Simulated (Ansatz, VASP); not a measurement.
Two plane-wave programs on Ga3As3CO

```
CELL_PARAMETERS angstrom
4.01370 0.00000 0.00000
0.00000 5.67623 0.00000
0.00000 0.00000 23.33527
ATOMIC_POSITIONS crystal
Ga 0.50000 0.50000 0.17141
Ga 0.00000 0.06538 0.26800
Ga 0.50000 0.48946 0.32285
As 0.00000 0.25000 0.17141
As 0.50000 0.81022 0.25049
As 0.00000 0.28876 0.35934
O 0.00000 0.12209 0.48361
C 0.00000 0.12209 0.53290
```

Alike in both runs: task single point; functional PBE; dispersion D3(BJ); k mesh 7 × 5 × 1; occupations gaussian, width 0.05 eV; no spin polarisation.

```csv
,VASP,Ansatz
version,VASP 6.6.1,Ansatz 0.2.0
potentials or method,"VASP PAW PBE potentials, release 64 (Ga_d, As, O, C), cutoff 520 eV","scalar-relativistic, plane waves, PAW"
valence electrons in the cell,64,94
```

VASP gave:

- gap on the k mesh at the Fermi level (eV): 0.40
- least direct gap on the mesh (eV): 0.76
- rms of the force components (eV/Å): 0.403

Q: What did Ansatz give for the same quantities?

A: gap on the k mesh at the Fermi level (eV): 0.41; least direct gap on the mesh (eV): 0.77; rms of the force components (eV/Å): 0.576.

VASP's potentials hold 64 valence electrons a cell and Ansatz's 94, so a difference there can come from the potentials and not from the codes.

Noted on VASP's run: the standard files for N, O and F lose accuracy on very short bonds.
